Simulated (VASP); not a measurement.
Cr, 1 atom in the cell. It takes space group Fm-3m (No. 225, cubic). Conventional cell: a = 3.545 Å, b = 3.545 Å, c = 3.545 Å, α = 90.00°, β = 90.00°, γ = 90.00°. Cr (site symmetry m-3m) has 12 Cr at 2.51 Å within 3.3 Å. 

* Program: VASP 6.6.1
* Task: single point
* Functional: LDA
* Potentials or basis: VASP PAW LDA potentials, release 64 (Cr_pv)
* Cutoff: 500 eV
* k mesh: 15 × 15 × 15
* Occupations: fermi-dirac, width 0.1 eV
* Spin: non-collinear spin, zero start, spin-orbit coupling
* Starting moments: [[0.0, 0.0, 0.0]] μB
* Dipole correction: no
* Further INCAR settings: ALGO = Normal; EDIFF = 1e-06; NBANDS = 23

Potentials or basis: VASP PAW LDA potentials, release 64 (Cr_pv).

Launch:

```bash
$ cat potpaw_LDA.64/Cr_pv/POTCAR > POTCAR
$ mpirun -np 1 vasp_ncl > vasp.out
```

Hardware: 1 thread of Intel(R) Xeon(R) Platinum 8259CL CPU @ 2.50GHz (Skylake/Cascade Lake), with other jobs on the host.

Q: Estimate the wall time of this run.

A: Wall time 66 s on 1 thread of Intel(R) Xeon(R) Platinum 8259CL CPU @ 2.50GHz (Skylake/Cascade Lake) (shared host), peak memory 0.16 GiB. Counts: scf iterations 12, k points 120.
